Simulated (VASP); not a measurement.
Set up this calculation in VASP 6.6.1, as the native input.

| Item | Value |
| --- | --- |
| Task | single point |
| Functional | r2SCAN |
| Potentials or basis | VASP PAW PBE potentials, release 64 (V_sv) |
| Cutoff | 520 eV |
| k mesh | 13 × 13 × 13 |
| Occupations | fermi-dirac, width 0.1 eV |
| Spin | collinear spin, ferromagnetic start |
| Starting moments | [1.2] μB |
| Fixed moment | 1.2 μB |
| Dipole correction | no |
| Further INCAR settings | ALGO = Normal; EDIFF = 1e-07; NBANDS = 16 |

V:

```
V
1.0
    -1.51390    1.51390    1.51390
     1.51390   -1.51390    1.51390
     1.51390    1.51390   -1.51390
V
1
Direct
  0.00000 0.00000 0.00000
```

The input as run:

POSCAR

```
V
1.0
   -1.5139000000      1.5139000000      1.5139000000
    1.5139000000     -1.5139000000      1.5139000000
    1.5139000000      1.5139000000     -1.5139000000
V
1
Direct
    0.0000000000      0.0000000000      0.0000000000
```

INCAR.step1

```
PREC     = Accurate       # precision mode
ENCUT    = 520            # plane-wave cutoff, eV
ISMEAR   = -1             # smearing method
SIGMA    = 0.1            # smearing width, eV
LREAL    = F              # projectors in reciprocal space
LASPH    = T              # aspherical terms in the spheres
NELM     = 150            # most SCF steps
ISPIN    = 2              # spin polarisation
MAGMOM   = 1.2            # initial moments
NUPDOWN  = 1.2            # fixed moment
LMAXMIX  = 4              # l up to which the mixer works
NBANDS   = 16             # bands
GGA      = PE             # functional
ALGO     = Normal         # electronic algorithm
EDIFF    = 1E-4           # SCF threshold, eV
LWAVE    = T              # write WAVECAR
LCHARG   = F              # write CHGCAR
```

INCAR.step2

```
PREC     = Accurate       # precision mode
ENCUT    = 520            # plane-wave cutoff, eV
EDIFF    = 1E-7           # SCF threshold, eV
ISMEAR   = -1             # smearing method
SIGMA    = 0.1            # smearing width, eV
LREAL    = F              # projectors in reciprocal space
LASPH    = T              # aspherical terms in the spheres
NELM     = 150            # most SCF steps
ALGO     = Normal         # electronic algorithm
ISIF     = 2              # what is computed and relaxed
LWAVE    = F              # write WAVECAR
LCHARG   = F              # write CHGCAR
ISPIN    = 2              # spin polarisation
MAGMOM   = 1.2            # initial moments
LORBIT   = 11             # projections on sites
NUPDOWN  = 1.2            # fixed moment
LMAXMIX  = 4              # l up to which the mixer works
METAGGA  = R2SCAN         # meta-GGA
LMIXTAU  = T            
NBANDS   = 16             # bands
ISTART   = 1
```

KPOINTS

```
regular mesh
0
Gamma
  13 13 13
```

Potentials or basis: VASP PAW PBE potentials, release 64 (V_sv).

Launch:

```sh
$ cat potpaw_PBE.64/V_sv/POTCAR > POTCAR
$ cp INCAR.step1 INCAR
$ mpirun -np 1 vasp_std > vasp.out
$ cp INCAR.step2 INCAR
$ mpirun -np 1 vasp_std > vasp.out
```

It gave:

```json
{
 "Pressure": "1.7 GPa",
 "Net moment": "1.20 μB per cell",
 "Site moments": "V +1.02 μB",
 "Valence electrons inside the program's atomic spheres": "V 11.57"
}
```

Caveat: the PAW data sets were made with another functional, which shifts forces and pressure a little; the total moment is fixed, so each spin has its own Fermi level.

Run time: 2.6 min on 1 thread of Intel(R) Xeon(R) Platinum 8375C CPU @ 2.90GHz (Ice Lake) (shared host), peak memory 0.15 GiB.
